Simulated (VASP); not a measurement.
Set up this calculation in VASP 6.6.1, as the native input.

```yaml
Task: single point
Functional: PBE
Potentials_or_basis: VASP PAW PBE potentials, release 64 (Zr_sv)
Cutoff: 520 eV
k_mesh: 20 × 20 × 20
Occupations: fermi-dirac, width 0.05 eV
Spin: collinear spin
Starting_moments: "[1.0] μB"
Dipole_correction: no
Further_INCAR_settings: ALGO = Normal; EDIFF = 1e-06; NBANDS = 16
```

The structure of Zr lies in POSCAR:

```
Zr
1.0
   -1.8338418608      1.8338418608      1.8338418608
    1.8338418608     -1.8338418608      1.8338418608
    1.8338418608      1.8338418608     -1.8338418608
Zr
1
Direct
    0.0000000000      0.0000000000      0.0000000000
```

This isn't the form of Zr at room conditions, which is hcp.

One way to write it, as run:

INCAR

```
SYSTEM = Zr
ALGO = Normal
EDIFF = 1E-6
ENCUT = 520
GGA = PE
ISIF = 2
ISMEAR = -1
ISPIN = 2
LASPH = .TRUE.
LCHARG = .FALSE.
LMAXMIX = 4
LORBIT = 11
LREAL = .FALSE.
LWAVE = .FALSE.
MAGMOM = 1
NBANDS = 16
NELM = 150
PREC = Accurate
SIGMA = 0.05
```

KPOINTS

```
k-points
0
G
  20 20 20
  0 0 0
```

Potentials or basis: VASP PAW PBE potentials, release 64 (Zr_sv).

Launch:

```sh
$ cat potpaw_PBE.64/Zr_sv/POTCAR > POTCAR
$ mpirun -np 1 vasp_std > vasp.out
```

It gave:

The pressure is -6.0 GPa. The band gap on the k mesh is zero (filled and empty bands overlap) and the net moment is 0.00 μB per cell. The valence electrons inside the program's atomic spheres are Zr 9.78.

Caveat: the cell stands under tension.

Wall time 62 s on 1 thread of Intel(R) Xeon(R) Platinum 8488C (Sapphire Rapids), on a shared host, peak memory 0.25 GiB.
